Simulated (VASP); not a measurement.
The system is Al.

```xyz
1
Lattice="-1.5912 1.5912 1.5912 1.5912 -1.5912 1.5912 1.5912 1.5912 -1.5912" Properties=species:S:1:pos:R:3 pbc="T T T"
Al    0.0000    0.0000    0.0000
```

- Program: VASP 6.6.1
- Task: relaxation of cell and atoms
- Functional: PBEsol
- Potentials or basis: VASP PAW PBE potentials, release 64 (Al)
- Cutoff: 600 eV
- k mesh: 12 × 12 × 12
- Occupations: fermi-dirac, width 0.05 eV
- Spin: no spin polarisation

At the start: pressure 2.3 GPa; volume 16.12 Å³/atom.

Q: How do energy, volume and symmetry change on relaxing?

A: Over 3 steps the energy falls by 3.4 meV/atom and the volume is 16.60 Å³/atom (+3.0 %); space group Im-3m (No. 229, to 0.05 Å).

Step by step:
| step | energy change (eV) | largest force (eV/Å) | pressure (GPa) | volume (Å³) |
| --- | --- | --- | --- | --- |
| 1 | 0.0000 | 0.0000 | 2.32 | 16.12 |
| 2 | -0.0034 | 0.0000 | -0.27 | 16.67 |
| 3 | -0.0034 | 0.0000 | 0.00 | 16.60 |

Final structure:
```yaml
crystal:
  lattice:
    - [-1.60709, 1.60709, 1.60709]
    - [1.60709, -1.60709, 1.60709]
    - [1.60709, 1.60709, -1.60709]
  atoms:
    - { symbol: Al, position: [0.00000, 0.00000, 0.00000] }
```

Caveat: the PAW data sets were made with another functional, which shifts forces and pressure a little.
